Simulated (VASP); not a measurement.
LaHg2:

```
CELL_PARAMETERS angstrom
4.96000 0.00000 0.00000
-2.48000 4.29549 0.00000
0.00000 0.00000 3.65000
ATOMIC_POSITIONS crystal
La 0.00000 0.00000 0.00000
Hg 0.33333 0.66667 0.45000
Hg 0.66667 0.33333 0.55000
```

Base run:

| Quantity | Value |
| --- | --- |
| Program | VASP 6.6.1 |
| Functional | LDA |
| Potentials or basis | VASP PAW LDA potentials, release 64 (La, Hg_sv_GW) |
| Cutoff | 500 eV |
| k mesh | 5 × 5 × 6 |
| Occupations | fermi-dirac, width 0.15 eV |
| Spin | no spin polarisation |

Its results: pressure -3.5 GPa; largest force 0.258 eV/Å.

Problem. After a change of settings the same cell gave: pressure -2.8 GPa; largest force 0.156 eV/Å. Which change was it?
A. k mesh from 5 × 5 × 6 to 3 × 3 × 3
B. k mesh from 5 × 5 × 6 to 2 × 2 × 2
C. k mesh from 5 × 5 × 6 to 4 × 4 × 5

Solution. A.

Caveats: some runs use coarse meshes.

The runs don't all hold the same shells in valence.
